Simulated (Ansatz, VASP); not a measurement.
# AlN in VASP and in Ansatz

```
Al N
1.0
     3.31212    0.00000    0.00000
    -1.65606    2.86838    0.00000
     0.00000    0.00000    4.18756
Al N
2 2
Direct
  0.32898 0.66449 0.75000
  0.66231 0.33115 0.25000
  0.33333 0.66667 0.25000
  0.66667 0.33333 0.75000
```

Change from the starting cell: all Al atoms moved +0.013 Å, as atom 1 towards its neighbour atom 4 (N) at 1.912 Å.

Alike in both runs: task single point; functional PBEsol; k mesh 12 × 12 × 6; occupations gaussian, width 0.05 eV; no spin polarisation.

|  | VASP | Ansatz |
| --- | --- | --- |
| version | VASP 6.6.1 | Ansatz 0.2.0 |
| potentials or method | VASP PAW PBE potentials, release 64 (Al, N), cutoff 520 eV | scalar-relativistic, plane waves, PAW |
| valence electrons in the cell | 16 | 16 |

```tsv
	VASP	Ansatz	Ansatz less VASP
gap on the k mesh at the Fermi level (eV)	3.19	3.17	-0.014
least direct gap on the mesh (eV)	3.19	3.17	-0.014
pressure (GPa)	-3.5	-3.4	+0.07
traceless stress, the component that is largest in VASP (GPa)	-0.62	-0.60	+0.021
rms of the force components (eV/Å)	0.108	0.107	-0.0010
```

VASP's potentials were made for PBE, not for PBEsol. Atom by atom the forces differ by 0.001 eV/Å (rms over components).
